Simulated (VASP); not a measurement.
Here is a VASP 6.6.1 calculation.

The input INCAR:

```
ALGO     = Normal         # electronic algorithm
EDIFF    = 1E-6           # SCF threshold, eV
ENCUT    = 520            # plane-wave cutoff, eV
GGA      = PE             # functional
ISIF     = 2              # what is computed and relaxed
ISMEAR   = 1              # smearing method
IVDW     = 12             # dispersion correction
LASPH    = True           # aspherical terms in the spheres
LCHARG   = False          # write CHGCAR
LREAL    = False          # projectors in reciprocal space
LWAVE    = False          # write WAVECAR
NBANDS   = 11             # bands
NELM     = 60             # most SCF steps
PREC     = Accurate       # precision mode
SIGMA    = 0.1            # smearing width, eV
```

The input KPOINTS:

```
k-points
0
Gamma
  6 6 6
```

The input POSCAR:

```
Ca
1.0
    3.4868936766      0.0000000000      0.0000000000
    0.0000000000      3.4868936766      0.0000000000
    0.0000000000      0.0000000000      3.4868936766
Ca
1
Direct
    0.0000000000      0.0000000000      0.0000000000
```

Potentials or basis: VASP PAW PBE potentials, release 64 (Ca_sv).

The run is started by

```bash
$ cat potpaw_PBE.64/Ca_sv/POTCAR > POTCAR
$ mpirun -np 1 vasp_std > vasp.out
```

Task: Estimate the pressure.

Result: -0.3 GPa.

Task: What does it give for the band gap on the k mesh?

Result: Zero (band 5 reaches 2.52 eV, above the bottom of band 6 at 1.35 eV).

Task: Estimate the dispersion energy per atom.

Result: -0.229 eV.

Caveat: three body term missing; pairwise dispersion overbinds metals, which lowers pressure and volume.
